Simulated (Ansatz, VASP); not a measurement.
**GaAs: VASP beside Ansatz**

File INCAR:

```
  PREC = Accurate
  ENCUT = 520
  EDIFF = 1E-6
  ISMEAR = -1
  SIGMA = 0.08
  LREAL = F
  LASPH = T
  NELM = 80
  ALGO = Normal
  ISIF = 2
  LWAVE = F
  LCHARG = F
  NBANDS = 16
```

Contents of KPOINTS:

```
Automatic mesh
0
Gamma
  13 13 13
```

POSCAR

```
GaAs
1.0
    0.0000000000      2.4144620405      2.4144620405
    2.4144620405      0.0000000000      2.4144620405
    2.4144620405      2.4144620405      0.0000000000
Ga As
1 1
Direct
    0.0000000000      0.0000000000      0.0000000000
    0.2500000000      0.2500000000      0.2500000000
```

Input for Ansatz:

```yaml
crystal:
  lattice:
    - [0.0, 2.4144620405, 2.4144620405]
    - [2.4144620405, 0.0, 2.4144620405]
    - [2.4144620405, 2.4144620405, 0.0]
  atoms:
    - { symbol: Ga, position: [0.0, 0.0, 0.0] }
    - { symbol: As, position: [0.25, 0.25, 0.25] }
kpoints:
  mp_grid: { grid: [13, 13, 13] }
scf:
  occupations: { method: fermi_dirac, width: 0.08 }
hamiltonian:
  xc: lda
  pseudopotentials: { kind: paw }
output:
  forces: true
  stress: true
  eigenvalues: true
  populations: true
```

Change from the starting cell: volume scaled by 0.64, PAW files.

Alike in both runs: task single point; functional LDA; k mesh 13 × 13 × 13; occupations fermi-dirac, width 0.08 eV; no spin polarisation.

|  | VASP | Ansatz |
| --- | --- | --- |
| version | VASP 6.6.1 | Ansatz 0.2.0 |
| potentials or method | VASP PAW LDA potentials, release 64 (Ga_d, As) | PAW with Ansatz's default frozen-core files, scalar-relativistic |
| plane-wave cutoff (eV) | 520 | 420 |
| valence electrons in the cell | 18 | 28 |

Ansatz gave:

* pressure (GPa): 90.0

Q: Which values does VASP return?

A: Pressure (GPa): 91.8.

LDA's correlation is that of Perdew and Zunger in VASP and of Perdew and Wang (1992) in Ansatz. Both programs put the cell under a high pressure, so it lies far from rest at this level. VASP's potentials hold 18 valence electrons a cell and Ansatz's 28, so a difference there can come from the potentials and not from the codes.

Noted on VASP's run: the cell as given lies far from equilibrium.
